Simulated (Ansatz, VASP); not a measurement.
**Fe: VASP beside Ansatz**

```
Fe
1.0
     2.44054    0.00000    0.00000
    -1.22027    2.11357    0.00000
     0.00000    0.00000    3.85969
Fe
2
Direct
  0.33333 0.66667 0.25000
  0.66667 0.33333 0.75000
```

Alike in both runs: task single point; functional revPBE; k mesh 16 × 16 × 9; occupations fermi-dirac, width 0.1 eV; no spin polarisation.

|  | VASP | Ansatz |
| --- | --- | --- |
| version | VASP 6.6.1 | Ansatz 0.2.0 |
| potentials or method | VASP PAW PBE potentials, release 64 (Fe), cutoff 600 eV | plane waves (420 eV) with PAW, scalar-relativistic |
| valence electrons in the cell | 16 | 32 |

Ansatz gave:

- pressure (GPa): 12.3
- traceless stress, the component that is largest in VASP (GPa): 0.37

Task: Which values does VASP return?

Result: Pressure (GPa): 11.5; traceless stress, the component that is largest in VASP (GPa): 0.19.

VASP's potentials were made for PBE, not for revPBE. VASP's potentials hold 16 valence electrons a cell and Ansatz's 32, so a difference there can come from the potentials and not from the codes.
